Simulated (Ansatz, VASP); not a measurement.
# One calculation of HgTe, two programs

POSCAR

```
HgTe
1.0
    0.0000000000      3.0162644362      3.0162644362
    3.0162644362      0.0000000000      3.0162644362
    3.0162644362      3.0162644362      0.0000000000
Hg Te
1 1
Direct
    0.0000000000      0.0000000000      0.0000000000
    0.5000000000      0.5000000000      0.5000000000
```

File INCAR.step1:

```
PREC     = Accurate       # precision mode
ENCUT    = 520            # plane-wave cutoff, eV
ISMEAR   = 0              # smearing method
SIGMA    = 0.1            # smearing width, eV
LREAL    = F              # projectors in reciprocal space
LASPH    = T              # aspherical terms in the spheres
NELM     = 60             # most SCF steps
NBANDS   = 16             # bands
GGA      = PE             # functional
ALGO     = Normal         # electronic algorithm
EDIFF    = 1E-4           # SCF threshold, eV
LWAVE    = T              # write WAVECAR
LCHARG   = F              # write CHGCAR
```

Contents of INCAR.step2:

```
PREC     = Accurate       # precision mode
ENCUT    = 520            # plane-wave cutoff, eV
EDIFF    = 1E-6           # SCF threshold, eV
ISMEAR   = 0              # smearing method
SIGMA    = 0.1            # smearing width, eV
LREAL    = F              # projectors in reciprocal space
LASPH    = T              # aspherical terms in the spheres
NELM     = 60             # most SCF steps
ALGO     = Normal         # electronic algorithm
ISIF     = 2              # what is computed and relaxed
LWAVE    = F              # write WAVECAR
LCHARG   = T              # write CHGCAR
METAGGA  = R2SCAN         # meta-GGA
LMIXTAU  = T            
LELF     = T              # ELF
LVHAR    = T            
NBANDS   = 16             # bands
ISTART   = 1
```

The input KPOINTS:

```
regular mesh
0
Gamma
  12 12 12
```

Input for Ansatz:

```yaml
crystal:
  lattice:
    - [0.0, 3.0162644362, 3.0162644362]
    - [3.0162644362, 0.0, 3.0162644362]
    - [3.0162644362, 3.0162644362, 0.0]
  atoms:
    - { symbol: Hg, position: [0.0, 0.0, 0.0] }
    - { symbol: Te, position: [0.5, 0.5, 0.5] }
basis:
  ecutwfc: 500
kpoints:
  mp_grid: { grid: [12, 12, 12] }
hamiltonian:
  xc: r2scan
scf:
  occupations: { method: gaussian, width: 0.1 }
output:
  forces: true
  stress: true
  eigenvalues: true
```

Alike in both runs: task single point; functional r2SCAN; k mesh 12 × 12 × 12; occupations gaussian, width 0.1 eV; no spin polarisation.

|  | VASP | Ansatz |
| --- | --- | --- |
| version | VASP 6.6.1 | Ansatz 0.2.0 |
| potentials or method | VASP PAW PBE potentials, release 64 (Hg, Te), cutoff 520 eV | scalar-relativistic, plane waves, PAW |
| valence electrons in the cell | 18 | 36 |

|  | VASP | Ansatz | Ansatz less VASP |
| --- | --- | --- | --- |
| gap on the k mesh at the Fermi level (eV) | none | none | - |
| pressure (GPa) | 1.9 | 1.7 | -0.20 |

VASP's potentials were made for PBE, not for r2SCAN. A gap of «none» marks a metal or a gap that the smearing closes. The functional is the same, so the differences come from potentials, cutoffs and numerics. VASP's potentials hold 18 valence electrons a cell and Ansatz's 36, so a difference there can come from the potentials and not from the codes.

Neither program's run includes spin-orbit coupling.
